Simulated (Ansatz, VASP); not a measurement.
One calculation of PbS, two programs

File INCAR:

```
PREC     = Accurate       # precision mode
ENCUT    = 600            # plane-wave cutoff, eV
EDIFF    = 1E-7           # SCF threshold, eV
ISMEAR   = 0              # smearing method
SIGMA    = 0.02           # smearing width, eV
LREAL    = False          # projectors in reciprocal space
LASPH    = True           # aspherical terms in the spheres
NELM     = 100            # most SCF steps
ALGO     = Normal         # electronic algorithm
ISIF     = 3              # what is computed and relaxed
LWAVE    = False          # write WAVECAR
LCHARG   = False          # write CHGCAR
GGA      = PE             # functional
IVDW     = 12             # dispersion correction
IBRION   = 2              # ionic algorithm
NSW      = 100            # ionic steps
EDIFFG   = -0.005         # ionic threshold
```

Contents of KPOINTS:

```
Automatic mesh
0
Gamma
  10 10 10
```

The input POSCAR:

```
PbS
1.0
    0.0000000000      2.9657500000      2.9657500000
    2.9657500000      0.0000000000      2.9657500000
    2.9657500000      2.9657500000      0.0000000000
Pb S
1 1
Direct
    0.0000000000      0.0000000000      0.0000000000
    0.5000000000      0.5000000000      0.5000000000
```

Input for Ansatz:

```yaml
crystal:
  lattice:
    - [0.0, 2.96575, 2.96575]
    - [2.96575, 0.0, 2.96575]
    - [2.96575, 2.96575, 0.0]
  atoms:
    - { symbol: Pb, position: [0.0, 0.0, 0.0] }
    - { symbol: S, position: [0.5, 0.5, 0.5] }
basis:
  ecutwfc: 420
kpoints:
  mp_grid: { grid: [10, 10, 10] }
hamiltonian:
  xc: pbe
  dispersion: d3bj
scf:
  occupations: { method: gaussian, width: 0.02 }
output:
  forces: true
  stress: true
  eigenvalues: true
  write_density: true
  write_potential: true
  elf: true
  volumetric_format: npy
relax:
  adjacent_minimum: "off"
  f_tol: 0.005
  max_steps: 80
  cell: { stress_tol: 0.05 }
```

Alike in both runs: task relaxation of cell and atoms; functional PBE; dispersion D3(BJ); k mesh 10 × 10 × 10; occupations gaussian, width 0.02 eV; no spin polarisation.

|  | VASP | Ansatz |
| --- | --- | --- |
| version | VASP 6.6.1 | Ansatz 0.2.0 |
| potentials or method | VASP PAW PBE potentials, release 64 (Pb_d, S), cutoff 600 eV | scalar-relativistic, plane waves, PAW |
| valence electrons in the cell | 20 | 20 |

Ansatz gave:

| Item | Value |
| --- | --- |
| gap on the k mesh at the Fermi level, each at its own relaxed structure (eV) | 0.36 |
| relaxed volume (Å³/atom) | 26.14 |
| relaxed cell length with the largest relative difference (Å) | 4.197 |

Q: Which values does VASP return?

A: gap on the k mesh at the Fermi level, each at its own relaxed structure (eV): 0.37; relaxed volume (Å³/atom): 26.12; relaxed cell length with the largest relative difference (Å): 4.196.

Ansatz's warnings: relaxed geometry near dispersion switch.

Neither program's run includes spin-orbit coupling.
